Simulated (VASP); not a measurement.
A run of VASP 6.6.1 is set up as follows.

Contents of INCAR:

```
SYSTEM = Ir3O
PREC = Accurate ; ENCUT = 520
EDIFF = 1E-6 ; ISMEAR = 0
SIGMA = 0.1 ; LREAL = .False.
LASPH = .True. ; NELM = 100
ALGO = Normal ; ISIF = 2
LWAVE = .False. ; LCHARG = .False.
LDIPOL = .True. ; IDIPOL = 3
DIPOL = 0.5 0.5 0.347 ; GGA = PE
NBANDS = 24
```

KPOINTS

```
regular mesh
0
Gamma
  10 10 1
  0 0 0
```

POSCAR

```
Ir3O
1.0
    2.7367600872      0.0000000000      0.0000000000
    0.0000000000      2.7367600872      0.0000000000
    0.0000000000      0.0000000000     19.1883373425
Ir O
3 1
Direct
    0.5000000000      0.5000000000      0.2084599582
    0.0000000000      0.0000000000      0.3045662601
    0.5000000000      0.5000000000      0.4006776202
    0.5000000000      1.0000000000      0.4723566945
```

Potentials or basis: VASP PAW PBE potentials, release 64 (Ir, O).

Run with:

```console
$ cat potpaw_PBE.64/Ir/POTCAR potpaw_PBE.64/O/POTCAR > POTCAR
$ mpirun -np 1 vasp_std > vasp.out
```

Task: What does it give for the band gap on the k mesh?

Result: Zero (an odd number of electrons rules out a gap without spin polarisation).

Task: Predict the largest force.

Result: 1.198 eV/Å.

Forces in eV/Å, atoms in the order of the input:
```
Ir   0.000  0.000 -0.367
Ir   0.000  0.000 -1.115
Ir   0.000  0.000  1.198
O    0.000  0.000  0.284
```

Caveat: spin-orbit coupling is left out, which moves the levels of the heavy elements; an odd number of electrons without spin polarisation forces a metal; a magnetic or distorted state may lie lower.
